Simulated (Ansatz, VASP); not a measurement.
**One calculation of CO2, two programs**

File INCAR:

```
SYSTEM = CO2
PREC = Accurate
ENCUT = 520
EDIFF = 1E-8
ISMEAR = -1
SIGMA = 0.02
LREAL = .False.
LASPH = .True.
NELM = 60
ALGO = Normal
ISIF = 2
LWAVE = .False.
LCHARG = .False.
GGA = PE
LEFG = .True.
NBANDS = 44
```

The input KPOINTS:

```
Automatic mesh
0
Gamma
  5 5 4
  0 0 0
```

POSCAR

```
CO2
1.0
    5.0693110000      0.0000000000      0.0000000000
    0.0000000000      5.0693110000      0.0000000000
    0.0000000000      0.0000000000      7.2320250000
C O
4 8
Direct
    0.9887920000      0.0112080000      0.7500000000
    0.0112080000      0.9887920000      0.2500000000
    0.5112080000      0.5112080000      0.5000000000
    0.4887920000      0.4887920000      0.0000000000
    0.6749860000      0.3476070000      0.4926710000
    0.3250140000      0.6523930000      0.9926710000
    0.8476070000      0.8250140000      0.2426710000
    0.1523930000      0.1749860000      0.7426710000
    0.6523930000      0.3250140000      0.0073290000
    0.3476070000      0.6749860000      0.5073290000
    0.8250140000      0.8476070000      0.7573290000
    0.1749860000      0.1523930000      0.2573290000
```

Input for Ansatz:

```yaml
crystal:
  lattice:
    - [5.069311, 0.0, 0.0]
    - [0.0, 5.069311, 0.0]
    - [0.0, 0.0, 7.232025]
  atoms:
    - { symbol: C, position: [0.988792, 0.011208, 0.75] }
    - { symbol: C, position: [0.011208, 0.988792, 0.25] }
    - { symbol: C, position: [0.511208, 0.511208, 0.5] }
    - { symbol: C, position: [0.488792, 0.488792, 0.0] }
    - { symbol: O, position: [0.674986, 0.347607, 0.492671] }
    - { symbol: O, position: [0.325014, 0.652393, 0.992671] }
    - { symbol: O, position: [0.847607, 0.825014, 0.242671] }
    - { symbol: O, position: [0.152393, 0.174986, 0.742671] }
    - { symbol: O, position: [0.652393, 0.325014, 0.007329] }
    - { symbol: O, position: [0.347607, 0.674986, 0.507329] }
    - { symbol: O, position: [0.825014, 0.847607, 0.757329] }
    - { symbol: O, position: [0.174986, 0.152393, 0.257329] }
kpoints:
  mp_grid: { grid: [5, 5, 4] }
scf:
  occupations: { method: fermi_dirac, width: 0.02 }
hamiltonian:
  xc: pbe
  pseudopotentials: { kind: paw, frozen_core: stored }
output:
  forces: true
  stress: true
  populations: true
  efg: { quadrupole_moments_barn: { O: -0.02558 } }
```

Alike in both runs: task electric field gradients; functional PBE; k mesh 5 × 5 × 4; occupations fermi-dirac, width 0.02 eV; no spin polarisation.

|  | VASP | Ansatz |
| --- | --- | --- |
| version | VASP 6.6.1 | Ansatz 0.2.0 |
| potentials or method | VASP PAW PBE potentials, release 64 (C, O) | plane-wave PAW, scalar-relativistic |
| plane-wave cutoff (eV) | 520 | 420 |
| valence electrons in the cell | 64 | 64 |

VASP gave:

```
gap on the k mesh at the Fermi level (eV)                     : 6.43
pressure (GPa)                                                : 0.9
traceless stress, the component that is largest in VASP (GPa) : 0.42
rms of the force components (eV/Å)                            : 0.019
size of Vzz on the site where it differs most (V/Å²)          : 49.0
```

Problem. Estimate Ansatz's values.

Solution. gap on the k mesh at the Fermi level (eV): 6.46; pressure (GPa): -0.5; traceless stress, the component that is largest in VASP (GPa): 2.02; rms of the force components (eV/Å): 0.295; size of Vzz on the site where it differs most (V/Å²): 25.9.

Atom by atom the forces differ by 0.286 eV/Å (rms over components). One of these differences is far larger than is usual between the two programs; its cause wasn't traced.

Noted on VASP's run: the standard files for N, O and F lose accuracy on very short bonds.
